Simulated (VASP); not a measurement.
**Mo6CO: single point with PBE**

System: Mo6CO, a slab with vacuum.

```
Mo C O
1.0
     4.46958    0.00000    0.00000
    -2.23479    3.87077    0.00000
     0.00000    0.00000   22.25957
Mo C O
6 1 1
Direct
  0.66667 0.33333 0.17970
  0.33333 0.66667 0.22068
  0.00000 0.00000 0.26167
  0.66667 0.33333 0.29905
  0.33333 0.66667 0.33552
  0.00000 0.00000 0.37106
  0.16667 0.33333 0.45372
  0.20545 0.41090 0.50405
```

```json
{"Program": "VASP 6.6.1", "Task": "single point", "Functional": "PBE", "Potentials or basis": "VASP PAW PBE potentials, release 64 (Mo_sv, C, O)", "Cutoff": "520 eV", "k mesh": "6 × 6 × 1", "Occupations": "gaussian, width 0.1 eV", "Spin": "no spin polarisation"}
```

| Quantity | Value |
| --- | --- |
| Largest force | 2.144 eV/Å |
| Band gap on the k mesh | zero (filled and empty bands touch) |

Forces on the atoms (eV/Å):
```
Mo   0.000 -0.057  1.619
Mo   0.000 -0.078 -0.339
Mo   0.000  0.189 -2.136
Mo   0.000  0.064 -0.668
Mo   0.000  0.114  0.559
Mo   0.000  0.283  1.990
C    0.000 -0.835 -1.267
O    0.000  0.321  0.242
```

Levels at points of the mesh, in eV from the Fermi level:
| k point | band 45 | band 46 | band 47 | band 48 | band 49 | band 50 |
| --- | --- | --- | --- | --- | --- | --- |
| (0.00, 0.00, 0.00) | -1.22 | -1.21 | -0.75 | 0.25 | 0.88 | 1.14 |
| (0.50, 0.00, 0.00) | -0.79 | -0.23 | -0.01 | 0.11 | 0.20 | 0.70 |
| (0.00, 0.50, 0.00) | -0.71 | -0.30 | -0.02 | 0.04 | 0.41 | 0.62 |

Wall time 6.4 min on 1 thread of Intel(R) Xeon(R) 6975P-C (Granite Rapids), on a shared host, peak memory 0.64 GiB.
